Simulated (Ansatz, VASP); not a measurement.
# Hg2Ru: VASP beside Ansatz

```
Hg Ru
1.0
     0.00000    3.90281    3.90281
     3.90281    0.00000    3.90281
     3.90281    3.90281    0.00000
Hg Ru
4 2
Direct
  0.12500 0.12500 0.12500
  0.62500 0.12500 0.12500
  0.12500 0.12500 0.62500
  0.12500 0.62500 0.12500
  0.50000 0.50000 0.50000
  0.75000 0.75000 0.75000
```

Alike in both runs: functional PBE; k mesh 8 × 8 × 8; occupations gaussian, width 0.1 eV; no spin polarisation.

Ansatz relaxed the structure, and its values are those at the end. VASP's run is a single point on that final structure, the one shown.

|  | VASP | Ansatz |
| --- | --- | --- |
| version | VASP 6.6.1 | Ansatz 0.2.0 |
| potentials or method | VASP PAW PBE potentials, release 64 (Hg, Ru_pv), cutoff 520 eV | scalar-relativistic, plane waves, PAW |
| valence electrons in the cell | 76 | 112 |

Ansatz gave:

- gap on the k mesh at the Fermi level (eV): none
- pressure (GPa): 0.0

Which values does VASP return?

gap on the k mesh at the Fermi level (eV): none; pressure (GPa): 1.0.

A gap of «none» marks a metal or a gap that the smearing closes. With one functional, cell and mesh, what is left measures potentials, basis and numerics. VASP's potentials hold 76 valence electrons a cell and Ansatz's 112, so a difference there can come from the potentials and not from the codes.

Spin-orbit coupling is off throughout.
